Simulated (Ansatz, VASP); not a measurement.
**Two plane-wave programs on SiC**

POSCAR

```
SiC
1.0
    3.3237640817      0.0000000000      0.0000000000
   -1.6618820408      2.8784641310      0.0000000000
    0.0000000000      0.0000000000      9.2706276106
Si C
4 4
Direct
    0.6666666667      0.3333333333      0.9378376197
    0.3333333333      0.6666666667      0.4378376197
    0.0000000000      0.0000000000      0.6878931817
    0.0000000000      0.0000000000      0.1878931817
    0.6666666667      0.3333333333      0.7498040034
    0.3333333333      0.6666666667      0.2498040034
    0.0000000000      0.0000000000      0.5004641952
    0.0000000000      0.0000000000      0.0004641952
```

File INCAR.step1:

```
PREC     = Accurate       # precision mode
ENCUT    = 520            # plane-wave cutoff, eV
ISMEAR   = 0              # smearing method
SIGMA    = 0.05           # smearing width, eV
LREAL    = False          # projectors in reciprocal space
LASPH    = True           # aspherical terms in the spheres
NELM     = 80             # most SCF steps
NBANDS   = 26             # bands
GGA      = PE             # functional
ALGO     = Normal         # electronic algorithm
EDIFF    = 1E-4           # SCF threshold, eV
LWAVE    = True           # write WAVECAR
LCHARG   = False          # write CHGCAR
```

File INCAR.step2:

```
PREC     = Accurate       # precision mode
ENCUT    = 520            # plane-wave cutoff, eV
EDIFF    = 1E-6           # SCF threshold, eV
ISMEAR   = 0              # smearing method
SIGMA    = 0.05           # smearing width, eV
LREAL    = False          # projectors in reciprocal space
LASPH    = True           # aspherical terms in the spheres
NELM     = 80             # most SCF steps
ALGO     = Normal         # electronic algorithm
ISIF     = 2              # what is computed and relaxed
LWAVE    = False          # write WAVECAR
LCHARG   = False          # write CHGCAR
METAGGA  = R2SCAN         # meta-GGA
LMIXTAU  = True         
NBANDS   = 26             # bands
ISTART   = 1
```

File KPOINTS:

```
Automatic mesh
0
Gamma
  12 12 4
```

Input for Ansatz:

```yaml
crystal:
  lattice:
    - [3.3237640817, 0.0, 0.0]
    - [-1.6618820408, 2.878464131, 0.0]
    - [0.0, 0.0, 9.2706276106]
  atoms:
    - { symbol: Si, position: [0.6666666667, 0.3333333333, 0.9378376197] }
    - { symbol: Si, position: [0.3333333333, 0.6666666667, 0.4378376197] }
    - { symbol: Si, position: [0.0, 0.0, 0.6878931817] }
    - { symbol: Si, position: [0.0, 0.0, 0.1878931817] }
    - { symbol: C, position: [0.6666666667, 0.3333333333, 0.7498040034] }
    - { symbol: C, position: [0.3333333333, 0.6666666667, 0.2498040034] }
    - { symbol: C, position: [0.0, 0.0, 0.5004641952] }
    - { symbol: C, position: [0.0, 0.0, 0.0004641952] }
basis:
  ecutwfc: 500
kpoints:
  mp_grid: { grid: [12, 12, 4] }
hamiltonian:
  xc: r2scan
scf:
  occupations: { method: gaussian, width: 0.05 }
output:
  forces: true
  stress: true
  eigenvalues: true
```

Change from the starting cell: strain +0.080 along x and y, -0.080 along z, atoms carried along.

Alike in both runs: task single point; functional r2SCAN; k mesh 12 × 12 × 4; occupations gaussian, width 0.05 eV; no spin polarisation.

```csv
,VASP,Ansatz
version,VASP 6.6.1,Ansatz 0.2.0
potentials or method,"VASP PAW PBE potentials, release 64 (Si, C), cutoff 520 eV","scalar-relativistic, plane waves, PAW"
valence electrons in the cell,32,32
```

Ansatz gave:

- gap on the k mesh at the Fermi level (eV): 1.68
- least direct gap on the mesh (eV): 2.50
- pressure (GPa): -6.7
- traceless stress, the component that is largest in VASP (GPa): 57.37
- rms of the force components (eV/Å): 1.298

Task: What did VASP give for the same quantities?

Result: gap on the k mesh at the Fermi level (eV): 1.67; least direct gap on the mesh (eV): 2.51; pressure (GPa): -6.8; traceless stress, the component that is largest in VASP (GPa): 57.53; rms of the force components (eV/Å): 1.290.

VASP's potentials were made for PBE, not for r2SCAN. Atom by atom the forces differ by 0.009 eV/Å (rms over components). With one functional, cell and mesh, what is left measures potentials, basis and numerics.
